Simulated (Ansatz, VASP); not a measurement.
**Two plane-wave programs on SiNi3**

```
CELL_PARAMETERS angstrom
3.54200 0.00000 0.00000
0.00000 3.54200 0.00000
0.00000 0.00000 3.54200
ATOMIC_POSITIONS crystal
Ni 0.50000 0.50000 0.00000
Ni 0.50000 0.00000 0.50000
Ni 0.00000 0.50000 0.50000
Si 0.00000 0.00000 0.00000
```

Alike in both runs: functional revPBE; k mesh 8 × 8 × 8; occupations fermi-dirac, width 0.05 eV; collinear spin.

|  | VASP | Ansatz |
| --- | --- | --- |
| version | VASP 6.6.1 | Ansatz 0.2.0 |
| potentials or method | VASP PAW PBE potentials, release 64 (Ni, Si) | Ansatz PAW |
| plane-wave cutoff (eV) | 520 | 420 |
| valence electrons in the cell | 34 | 58 |
| task | single point | band structure |

```tsv
	VASP	Ansatz	Ansatz less VASP
gap on the k mesh at the Fermi level (eV)	none	none	-
pressure (GPa)	-2.6	-2.7	-0.05
net moment per atom (μB)	0.00	0.00	0.000
```

VASP's potentials were made for PBE, not for revPBE. A gap of «none» marks a metal or a gap that the smearing closes. VASP's potentials hold 34 valence electrons a cell and Ansatz's 58, so a difference there can come from the potentials and not from the codes.
